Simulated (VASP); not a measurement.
# As (P6_3/mmc) in VASP: a series of runs

Runs on As. Level: PBEsol. Tasks: single point.

All numbers are computed with VASP 6.6.1; they aren't measurements. Logs are shortened: lines on timing, memory, paths and dates and some standing lists are left out, and cuts for length are marked.

**1. The cell of the first run**

It takes space group P6_3/mmc (No. 194, hexagonal). Conventional cell: a = 2.467 Å, b = 2.467 Å, c = 4.049 Å, α = 90.00°, β = 90.00°, γ = 120.00°. Within 3.3 Å of As (site symmetry -6m2) lie 12 As at 2.47 to 2.48 Å.

This isn't the form of As at room conditions, which is rhombohedral.

**2. Single point, PBEsol**

INCAR

```
SYSTEM = As
PREC = Accurate
ENCUT = 510
EDIFF = 1E-6
ISMEAR = -1
SIGMA = 0.08
LREAL = .FALSE.
LASPH = .TRUE.
NELM = 120
ALGO = Normal
ISIF = 2
LWAVE = .FALSE.
LCHARG = .FALSE.
GGA = PS
NBANDS = 22
GGA_COMPAT = .FALSE.
```

KPOINTS

```
regular mesh
0
G
  14 14 8
  0 0 0
```

POSCAR

```
As
1.0
    2.4672614972      0.0000000000      0.0000000000
   -1.2336307486      2.1367111344      0.0000000000
    0.0000000000      0.0000000000      4.0491111110
As
2
Direct
    0.3333333333      0.6666666667      0.2500000000
    0.6666666667      0.3333333333      0.7500000000
```

Potentials or basis: VASP PAW PBE potentials, release 64 (As_d).

On the command line:

```sh
$ cat potpaw_PBE.64/As_d/POTCAR > POTCAR
$ mpirun -np 1 vasp_std > vasp.out
```

OUTCAR:

```text
SYSTEM = As
   PREC = Accurate
   ENCUT = 510
   EDIFF = 1E-6
   ISMEAR = -1
   LREAL = .FALSE.
   LASPH = .TRUE.
   NELM = 120
   ISIF = 2
   GGA = PS

 ion  position               nearest neighbor table
   1  0.333  0.667  0.250-   2 2.48   2 2.48   2 2.48   2 2.48   2 2.48   2 2.48
   2  0.667  0.333  0.750-   1 2.48   1 2.48   1 2.48   1 2.48   1 2.48   1 2.48

  LATTYP: Found a hexagonal cell.
 ALAT       =     2.4672614972
 C/A-ratio  =     1.6411357757

  Lattice vectors:

 A1 = (   2.4672614972,   0.0000000000,   0.0000000000)
 A2 = (  -1.2336307486,   2.1367111344,   0.0000000000)
 A3 = (   0.0000000000,   0.0000000000,   4.0491111110)

Analysis of symmetry for initial positions (statically):
=====================================================================
 Subroutine PRICEL returns:
 Original cell was already a primitive cell.

 Routine SETGRP: Setting up the symmetry group for a
 hexagonal supercell.

 Subroutine GETGRP returns: Found 24 space group operations
 (whereof 12 operations were pure point group operations)
 out of a pool of 24 trial point group operations.

The static configuration has the point symmetry D_3d.
 The point group associated with its full space group is D_6h.

Analysis of symmetry for dynamics (positions and initial velocities):
=====================================================================
 Subroutine PRICEL returns:
 Original cell was already a primitive cell.

 Routine SETGRP: Setting up the symmetry group for a
 hexagonal supercell.

 Subroutine GETGRP returns: Found 24 space group operations
 (whereof 12 operations were pure point group operations)
 out of a pool of 24 trial point group operations.

The dynamic configuration has the point symmetry D_3d.
 The point group associated with its full space group is D_6h.

 Subroutine INISYM returns: Found 24 space group operations
 (whereof 12 operations are pure point group operations),
 and found     1 'primitive' translations

----------------------------------------------------------------------------------------

                                     Primitive cell

  volume of cell :      21.3462

  direct lattice vectors                    reciprocal lattice vectors
     2.467261497  0.000000000  0.000000000     0.405307666  0.234004490  0.000000000
    -1.233630749  2.136711134  0.000000000     0.000000000  0.468008981  0.000000000
     0.000000000  0.000000000  4.049111111     0.000000000  0.000000000  0.246967784

  length of vectors
     2.467261497  2.467261497  4.049111111     0.468008981  0.468008981  0.246967784

[... 78 lines left out ...]
   ENCUT  =  510.0 eV  37.48 Ry    6.12 a.u.   4.54  4.54  7.46*2*pi/ulx,y,z
   NELM   =    120;   NELMIN=  2; NELMDL= -5     # of ELM steps
   EDIFF  = 0.1E-05   stopping-criterion for ELM
   LREAL  =      F    real-space projection
   EDIFFG = 0.1E-04   stopping-criterion for IOM
   NSW    =      0    number of steps for IOM
   IBRION =     -1    ionic relax: 0-MD 1-quasi-New 2-CG
   NFREE  =      0    steps in history (QN), initial steepest desc. (CG)
   ISIF   =      2    stress and relaxation
   ISYM   =      2    0-nonsym 1-usesym 2-fastsym
   POTIM  = 0.5000    time-step for ionic-motion
   TEBEG  =    0.0;   TEEND  =   0.0 temperature during run
   PSTRESS=    0.0 pullay stress
   NELECT =      30.0000    total number of electrons
   NUPDOWN=      -1.0000    fix difference up-down
   EMIN   =  10.00;   EMAX   =-10.00  energy-range for DOS
   EFERMI =   0.00;   METHOD = LEGACY
   ISMEAR =    -1;   SIGMA  =   0.08  broadening in eV -4-tet -1-fermi 0-gaus
   EFERMI_NEDOS =   21; number of points for ismear=-14 and -15
   IALGO  =     38    algorithm
   IMIX   =      4    mixing-type and parameters
     AMIX     =   0.40;   BMIX     =  1.00
     AMIX_MAG =   1.60;   BMIX_MAG =  1.00
  volume/ion in A,a.u.               =      10.67        72.03
  Fermi-wavevector in a.u.,A,eV,Ry     =   1.833757  3.465297 45.751811  3.362663
  Thomas-Fermi vector in A             =   2.887518
   LORBIT       =      0    0 simple, 1 ext, 2 COOP (PROOUT), +10 PAW based schemes
   GGA     = PS    functional components
   LHFCALC =     F    Hartree Fock is set to
   AEXX    =    0.0000 exact exchange contribution
   IVDW    =     0    specifies the selected vdW correction
   LEPSILON=     F    determine dielectric tensor
   LRPA    =     F    only Hartree local field effects (RPA)
 non-spin polarized calculation
  energy-cutoff  :      510.00
  volume of cell :       21.35
 maximum number of plane-waves:       578
   NGX =  9   NGY =  9   NGZ = 15

 number of electron      29.9999961 magnetization

 Free energy of the ion-electron system (eV)
  ---------------------------------------------------
  ext. energy  EPLUGINS =         0.00000000
  ---------------------------------------------------
  free energy    TOTEN  =        -4.60406881 eV

  energy without entropy =       -4.58962753  energy(sigma->0) =       -4.59684817

 E-fermi :  11.5436     XC(G=0): -15.0658

 val. band max:       11.4915619484   @ k =   0.2143   0.1429   0.5000
 cond. band min:      11.5769893025   @ k =   0.1429   0.1429   0.2500
 fundamental gap:      0.0854273541
 Fermi energy:        11.5435900443

 k-point     1 :       0.0000    0.0000    0.0000
  band No.  band energies     occupation
      1     -25.3247      2.00000
      2     -25.3038      2.00000
      3     -25.2845      2.00000
      4     -25.2845      2.00000
      5     -25.2647      2.00000
      6     -25.2647      2.00000
[... 589 lines left out ...]
     21      34.7622      0.00000
     22      34.9260      0.00000

 [... further k-points ...]

------------------------ aborting loop because EDIFF is reached ----------------------------------------

  FORCE on cell =-STRESS in cart. coord.  units (eV):
  Direction    XX          YY          ZZ          XY          YZ          ZX
  --------------------------------------------------------------------------------------
  -------------------------------------------------------------------------------------
  Total       21.0897737     21.0897737     21.0949631      0.0000000     -0.0000000     -0.0000000
  in kB     1582.9303755   1582.9303755   1583.3198788      0.0000000     -0.0000000     -0.0000000
  external PRESSURE =    1583.0602099 kB  Pullay stress =       0.0000000 kB

 VOLUME and BASIS-vectors are now :
 -----------------------------------------------------------------------------
  energy-cutoff  :      510.00
  volume of cell :       21.35
      direct lattice vectors                 reciprocal lattice vectors
     2.467261497  0.000000000  0.000000000     0.405307666  0.234004490  0.000000000
    -1.233630749  2.136711134  0.000000000     0.000000000  0.468008981  0.000000000
     0.000000000  0.000000000  4.049111111     0.000000000  0.000000000  0.246967784

 POSITION                                       TOTAL-FORCE (eV/Angst)
 -----------------------------------------------------------------------------------
     -0.00000      1.42447      1.01228         0.000000      0.000000      0.000000
      1.23363      0.71224      3.03683        -0.000000      0.000000      0.000000
 -----------------------------------------------------------------------------------
    total drift:                               -0.000000      0.000000     -0.000000

  FREE ENERGIE OF THE ION-ELECTRON SYSTEM (eV)
  ---------------------------------------------------
  free  energy   TOTEN  =        -4.6040688142 eV

  energy  without entropy=       -4.5896275326  energy(sigma->0) =       -4.59684817
```

stdout:

```text
POSCAR found type information on POSCAR As
 POSCAR found :  1 types and       2 ions
 scaLAPACK will be used
 -----------------------------------------------------------------------------
|                                                                             |
|                                                                             |
|     You enforced a specific xc type in the INCAR file but a different       |
|     I HOPE YOU KNOW WHAT YOU ARE DOING!                                     |
|                                                                             |
 -----------------------------------------------------------------------------

 LDA part: xc-table for (Slater+PW92), standard interpolation
 POSCAR, INCAR and KPOINTS ok, starting setup
 FFT: planning ... GRIDC
 FFT: planning ... GRID_SOFT
 FFT: planning ... GRID
 WAVECAR not read
 entering main loop
```

Run time: 32 s. Hardware: 1 thread of Intel Xeon Platinum 8259CL at 2.50GHz (Skylake/Cascade Lake), shared host; peak memory 0.15 GiB.

What came out:

- Free energy: -4.6041 eV
- Pressure: 158.3 GPa
- Band gap on the k mesh: zero (bands 15 and 16 overlap by 16.35 eV)

Levels at points of the mesh, in eV from the Fermi level:
| k point | band 12 | band 13 | band 14 | band 15 | band 16 | band 17 | band 18 | band 19 |
| --- | --- | --- | --- | --- | --- | --- | --- | --- |
| (0.00, 0.00, 0.00) | -13.23 | -12.25 | 7.91 | 7.91 | 10.71 | 10.71 | 11.88 | 13.76 |
| (0.50, 0.00, 0.00) | -13.24 | -5.39 | -5.05 | -5.05 | -2.09 | 0.84 | 5.68 | 8.12 |
| (0.00, 0.00, 0.50) | -19.85 | -1.19 | -1.19 | 9.74 | 9.74 | 9.74 | 9.74 | 14.90 |
| (0.50, 0.00, 0.50) | -11.92 | -10.87 | -10.87 | 3.25 | 3.25 | 4.54 | 4.54 | 7.85 |

Caveat: the cell stands under pressure; the PAW data sets were made with another functional, which shifts forces and pressure a little.

**3. Single point, PBEsol**

INCAR

```
ALGO     = Normal         # electronic algorithm
EDIFF    = 1E-6           # SCF threshold, eV
ENCUT    = 510            # plane-wave cutoff, eV
GGA      = PS             # functional
GGA_COMPAT= F            
ISIF     = 2              # what is computed and relaxed
ISMEAR   = -1             # smearing method
LASPH    = T              # aspherical terms in the spheres
LCHARG   = F              # write CHGCAR
LREAL    = F              # projectors in reciprocal space
LWAVE    = F              # write WAVECAR
NBANDS   = 22             # bands
NELM     = 120            # most SCF steps
PREC     = Accurate       # precision mode
SIGMA    = 0.08           # smearing width, eV
```

KPOINTS

```
k-points
0
Gamma
  14 14 8
```

POSCAR

```
As
1.0
    2.4672614336      0.0000000000      0.0000000000
   -1.2336307168      2.1367110793      0.0000000000
    0.0000000000      0.0000000000      4.0491113200
As
2
Direct
    0.3333333333      0.6666666667      0.2500000000
    0.6666666667      0.3333333333      0.7500000000
```

Potentials or basis: VASP PAW PBE potentials, release 64 (As_d).

On the command line:

```sh
$ cat potpaw_PBE.64/As_d/POTCAR > POTCAR
$ mpirun -np 1 vasp_std > vasp.out
```

OUTCAR:

```text
EDIFF = 1E-6
   ENCUT = 510
   GGA = PS
   ISIF = 2
   ISMEAR = -1
   LASPH = T
   LREAL = F
   NELM = 120
   PREC = Accurate

 ion  position               nearest neighbor table
   1  0.333  0.667  0.250-   2 2.48   2 2.48   2 2.48   2 2.48   2 2.48   2 2.48
   2  0.667  0.333  0.750-   1 2.48   1 2.48   1 2.48   1 2.48   1 2.48   1 2.48

  LATTYP: Found a hexagonal cell.
 ALAT       =     2.4672614336
 C/A-ratio  =     1.6411359027

[... 786 lines left out ...]
     22      34.9260      0.00000

 [... further k-points ...]

------------------------ aborting loop because EDIFF is reached ----------------------------------------

  FORCE on cell =-STRESS in cart. coord.  units (eV):
  Direction    XX          YY          ZZ          XY          YZ          ZX
  --------------------------------------------------------------------------------------
  -------------------------------------------------------------------------------------
  Total       21.0897757     21.0897757     21.0949596      0.0000000     -0.0000000      0.0000000
  in kB     1582.9305252   1582.9305252   1583.3196093      0.0000000     -0.0000000      0.0000000
  external PRESSURE =    1583.0602199 kB  Pullay stress =       0.0000000 kB

 VOLUME and BASIS-vectors are now :
 -----------------------------------------------------------------------------
  energy-cutoff  :      510.00
  volume of cell :       21.35
      direct lattice vectors                 reciprocal lattice vectors
     2.467261434  0.000000000  0.000000000     0.405307677  0.234004496  0.000000000
    -1.233630717  2.136711079  0.000000000     0.000000000  0.468008993  0.000000000
     0.000000000  0.000000000  4.049111320     0.000000000  0.000000000  0.246967772

 POSITION                                       TOTAL-FORCE (eV/Angst)
 -----------------------------------------------------------------------------------
     -0.00000      1.42447      1.01228        -0.000000     -0.000000      0.000000
      1.23363      0.71224      3.03683         0.000000      0.000000      0.000000
 -----------------------------------------------------------------------------------
    total drift:                               -0.000000      0.000000     -0.000000

  FREE ENERGIE OF THE ION-ELECTRON SYSTEM (eV)
  ---------------------------------------------------
  free  energy   TOTEN  =        -4.6040688153 eV

  energy  without entropy=       -4.5896275676  energy(sigma->0) =       -4.59684819
```

OSZICAR:

```text
N       E                     dE             d eps       ncg     rms          rms(c)
DAV:   1     0.158462404781E+03    0.15846E+03   -0.10988E+04  7324   0.681E+03
DAV:   2     0.126235349365E+02   -0.14584E+03   -0.13752E+03  5418   0.730E+02
DAV:   3    -0.439494084250E+01   -0.17018E+02   -0.16644E+02  5786   0.122E+02
DAV:   4    -0.479154003783E+01   -0.39660E+00   -0.39608E+00  6156   0.228E+01
DAV:   5    -0.479452307919E+01   -0.29830E-02   -0.29830E-02  5942   0.217E+00    0.954E+00
DAV:   6    -0.466721121317E+01    0.12731E+00   -0.26229E-02  6352   0.208E+00    0.552E+00
DAV:   7    -0.460383239414E+01    0.63379E-01   -0.52439E-02  6000   0.252E+00    0.176E-01
DAV:   8    -0.460404727039E+01   -0.21488E-03   -0.71292E-04  6960   0.337E-01    0.642E-02
DAV:   9    -0.460406906299E+01   -0.21793E-04   -0.16386E-05  5452   0.391E-02    0.803E-03
DAV:  10    -0.460406881528E+01    0.24771E-06   -0.20315E-06  5040   0.519E-02
   1 F= -.46040688E+01 E0= -.45968482E+01  d E =-.144412E-01
```

Wall time 15 s (1 thread of AMD EPYC 9R45 (Zen 5), shared host); peak memory 0.13 GiB.

Results:

| Item | Value |
| --- | --- |
| Free energy | -4.6041 eV |
| Pressure | 158.3 GPa |
| Band gap on the k mesh | zero (bands 15 and 16 overlap by 16.35 eV) |

Caveat: the cell stands under pressure; the PAW data sets were made with another functional, which shifts forces and pressure a little.

The gap in the log of VASP goes by the Fermi energy; the results here count the filled bands.